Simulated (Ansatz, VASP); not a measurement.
**One calculation of Nb, two programs**

Contents of INCAR:

```
SYSTEM = Nb
PREC = Accurate
ENCUT = 600
EDIFF = 1E-7
ISMEAR = 0
SIGMA = 0.1
LREAL = .False.
LASPH = .True.
NELM = 60
ALGO = Normal
ISIF = 3
LWAVE = .False.
LCHARG = .False.
GGA = PS
IBRION = 2
NSW = 100
EDIFFG = -0.005
```

The input KPOINTS:

```
regular mesh
0
Gamma
  18 18 18
  0 0 0
```

Contents of POSCAR:

```
Nb
1.0
   -1.6377937010      1.6377937010      1.6377937010
    1.6377937010     -1.6377937010      1.6377937010
    1.6377937010      1.6377937010     -1.6377937010
Nb
1
Direct
    0.0000000000      0.0000000000      0.0000000000
```

Input for Ansatz:

```yaml
crystal:
  lattice:
    - [-1.6377937006, 1.6377937006, 1.6377937006]
    - [1.6377937006, -1.6377937006, 1.6377937006]
    - [1.6377937006, 1.6377937006, -1.6377937006]
  atoms:
    - { symbol: Nb, position: [0.0, 0.0, 0.0] }
basis:
  ecutwfc: 420
kpoints:
  mp_grid: { grid: [18, 18, 18] }
hamiltonian:
  xc: pbesol
scf:
  occupations: { method: gaussian, width: 0.1 }
output:
  forces: true
  stress: true
  eigenvalues: true
relax:
  adjacent_minimum: "off"
  f_tol: 0.005
  max_steps: 80
  cell: { stress_tol: 0.05 }
```

Alike in both runs: task relaxation of cell and atoms; functional PBEsol; k mesh 18 × 18 × 18; occupations gaussian, width 0.1 eV; no spin polarisation.

|  | VASP | Ansatz |
| --- | --- | --- |
| version | VASP 6.6.1 | Ansatz 0.2.0 |
| potentials or method | VASP PAW PBE potentials, release 64 (Nb_sv), cutoff 600 eV | scalar-relativistic, plane waves, PAW |
| valence electrons in the cell | 13 | 13 |

VASP gave:

- gap on the k mesh at the Fermi level, each at its own relaxed structure (eV): none
- relaxed volume (Å³/atom): 17.50
- relaxed cell length with the largest relative difference (Å): 2.833

Q: Estimate Ansatz's values.

A: gap on the k mesh at the Fermi level, each at its own relaxed structure (eV): none; relaxed volume (Å³/atom): 17.52; relaxed cell length with the largest relative difference (Å): 2.834.

VASP's potentials were made for PBE, not for PBEsol. A gap of «none» marks a metal or a gap that the smearing closes.
